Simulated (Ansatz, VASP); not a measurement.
## AlNi in VASP and in Ansatz

```
Ni Al
1.0
     0.00000    2.42934    2.42934
     2.42934    0.00000    2.42934
     2.42934    2.42934    0.00000
Ni Al
1 1
Cartesian
  0.0000 0.0000 0.0000
  2.4293 2.4293 2.4293
```

Alike in both runs: functional PBE; k mesh 14 × 14 × 14; occupations fermi-dirac, width 0.05 eV; no spin polarisation.

Ansatz relaxed the structure, and its values are those at the end. VASP's run is a single point on that final structure, the one shown.

|  | VASP | Ansatz |
| --- | --- | --- |
| version | VASP 6.6.1 | Ansatz 0.2.0 |
| potentials or method | VASP PAW PBE potentials, release 64 (Ni, Al) | PAW with Ansatz's default frozen-core files, scalar-relativistic |
| plane-wave cutoff (eV) | 520 | 420 |
| valence electrons in the cell | 13 | 21 |

|  | VASP | Ansatz | Ansatz less VASP |
| --- | --- | --- | --- |
| pressure (GPa) | 0.0 | 0.0 | -0.02 |

With one functional, cell and mesh, what is left measures potentials, basis and numerics. VASP's potentials hold 13 valence electrons a cell and Ansatz's 21, so a difference there can come from the potentials and not from the codes.
